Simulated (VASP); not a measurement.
Runs of VASP 6.6.1 on MgF2. The structure is that of space group P4_2/mnm (No. 136), or close to it. The cells are those of the table. 

| level | cell | k mesh | cutoff (eV) | grid for exact exchange (PRECFOCK) | share of exact exchange | screening parameter | gap on the mesh (eV) | pressure (GPa) | largest force (eV/Å) |
| --- | --- | --- | --- | --- | --- | --- | --- | --- | --- |
| r2SCAN | a = 4.622, b = 4.622, c = 3.077 Å, 6 atoms | 6 × 6 × 8 | 660 | - | - | - | (c) | (b) | 0.01 |
| HSE06 | a = 4.622, b = 4.622, c = 3.107 Å, 6 atoms | 4 × 4 × 6 | 520 | Normal | 0.25 | 0.2079 1/Å | 9.24 | -1.5 | 0.01 |
| r2SCAN | a = 4.622, b = 4.622, c = 3.107 Å, 6 atoms | 6 × 6 × 8 | 660 | - | - | - | (a) | -3.6 | 0.01 |
| HSE06 | a = 4.622, b = 4.622, c = 3.016 Å, 6 atoms | 4 × 4 × 6 | 520 | Normal | 0.25 | 0.2079 1/Å | 9.50 | 1.9 | 0.02 |
| HSE06 | a = 4.622, b = 4.622, c = 2.985 Å, 6 atoms | 4 × 4 × 6 | 520 | Normal | 0.25 | 0.2079 1/Å | 9.58 | 3.1 | 0.02 |

Alike in all rows: task single point; potentials or basis VASP PAW PBE potentials, release 64 (Mg, F); no spin polarisation; smearing gaussian 0.01 eV.

**Question.** Estimate the missing entries.

**Answer.** (a) 7.87; (b) -2.5; (c) 7.95.

Caveats: the PAW data sets were made with another functional, which shifts forces and pressure a little; the cell stands under tension (at least some runs); the cell stands under pressure (at least some runs).

A k mesh can miss the band edges.
